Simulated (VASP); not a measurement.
A run of VASP 6.6.1 is set up as follows.

The input INCAR:

```
PREC = Accurate
ENCUT = 500
EDIFF = 1E-7
ISMEAR = 0
SIGMA = 0.1
LREAL = False
LASPH = True
NELM = 120
ALGO = Normal
ISIF = 3
LWAVE = False
LCHARG = False
GGA = PS
IBRION = 2
NSW = 70
EDIFFG = -0.008
PSTRESS = 250.0
GGA_COMPAT = False
NELMIN = 4
```

KPOINTS

```
regular mesh
0
Gamma
  15 15 8
```

File POSCAR:

```
Sb
1.0
    3.0965062929      0.0000000000      0.0000000000
   -1.5482531465      2.6816531126      0.0000000000
    0.0000000000      0.0000000000      5.0994270429
Sb
2
Direct
    0.3333333333      0.6666666667      0.2500000000
    0.6666666667      0.3333333333      0.7500000000
```

Potentials or basis: VASP PAW PBE potentials, release 64 (Sb).

Launch:

```sh
$ cat potpaw_PBE.64/Sb/POTCAR > POTCAR
$ mpirun -np 1 vasp_std > vasp.out
```

(1) Estimate the space group after relaxing (to 0.05 Å).

(2) Estimate the relaxed cell.

Answers

(1) P6_3/mmc (No. 194).

(2) a = 3.086 Å, b = 3.086 Å, c = 5.091 Å, α = 90.00°, β = 90.00°, γ = 120.00°.
